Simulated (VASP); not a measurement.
A run of VASP 6.6.1:

INCAR

```
ALGO     = Normal         # electronic algorithm
EDIFF    = 1E-6           # SCF threshold, eV
ENCUT    = 910            # plane-wave cutoff, eV
GGA      = PS             # functional
GGA_COMPAT= False        
ISIF     = 2              # what is computed and relaxed
ISMEAR   = 0              # smearing method
LASPH    = True           # aspherical terms in the spheres
LCHARG   = False          # write CHGCAR
LREAL    = False          # projectors in reciprocal space
LWAVE    = False          # write WAVECAR
NBANDS   = 11             # bands
NELM     = 120            # most SCF steps
PREC     = Accurate       # precision mode
SIGMA    = 0.01           # smearing width, eV
```

KPOINTS

```
k-points
0
Gamma
  14 14 14
```

The input POSCAR:

```
C
1.0
    0.0000000000      1.7833700000      1.7833700000
    1.7833700000      0.0000000000      1.7833700000
    1.7833700000      1.7833700000      0.0000000000
C
2
Direct
    0.0000000000      0.0000000000      0.0000000000
    0.2500000000      0.2500000000      0.2500000000
```

Potentials or basis: VASP PAW PBE potentials, release 64 (C_h).

Command:

```sh
$ cat potpaw_PBE.64/C_h/POTCAR > POTCAR
$ mpirun -np 1 vasp_std > vasp.out
```

Hardware: 1 thread of Intel(R) Xeon(R) 6975P-C (Granite Rapids) (shared host).

**Question.** How long does it take, and how much memory?

**Answer.** Wall time 12 s on 1 thread of Intel(R) Xeon(R) 6975P-C (Granite Rapids), with other jobs on the host, peak memory 0.16 GiB. Counts: scf iterations 11, k points 104.
